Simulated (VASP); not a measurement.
## BaZrO3: single point with PBE

Crystal: BaZrO3.

```
Ba Zr O
1.0
     4.18150    0.00000    0.00000
     0.00000    4.18150    0.00000
     0.00000    0.00000    4.18150
Ba Zr O
1 1 3
Direct
  0.00000 0.00000 0.00000
  0.50000 0.50000 0.50000
  0.00000 0.50000 0.50000
  0.50000 0.50000 0.00000
  0.50000 0.00000 0.50000
```

```yaml
Program: VASP 6.6.1
Task: single point
Functional: PBE
Potentials_or_basis: VASP PAW PBE potentials, release 64 (Ba_sv, Zr_sv, O)
Cutoff: 520 eV
k_mesh: 6 × 6 × 6
Occupations: gaussian, width 0.05 eV
Spin: non-collinear spin, zero start, spin-orbit coupling
Starting_moments: "[[0.0, 0.0, 0.0], [0.0, 0.0, 0.0], [0.0, 0.0, 0.0], [0.0, 0.0, 0.0], [0.0, 0.0, 0.0]] μB"
```

The pressure is 6.3 GPa, the net moment is 0.00 μB per cell and the valence electrons inside the program's atomic spheres are Ba 7.91; Zr 9.73; O 5.05.

Moments on the atoms (μB; x, y, z):
```
Ba  0.00 0.00 0.00
Zr  0.00 0.00 0.00
O   0.00 0.00 0.00
O   0.00 0.00 0.00
O   0.00 0.00 0.00
```

Wall time 83 s on 1 thread of AMD EPYC 9R45 96-Core Processor (Zen 5), with other jobs on the host, peak memory 0.35 GiB.

Caveat: the cell stands under pressure.
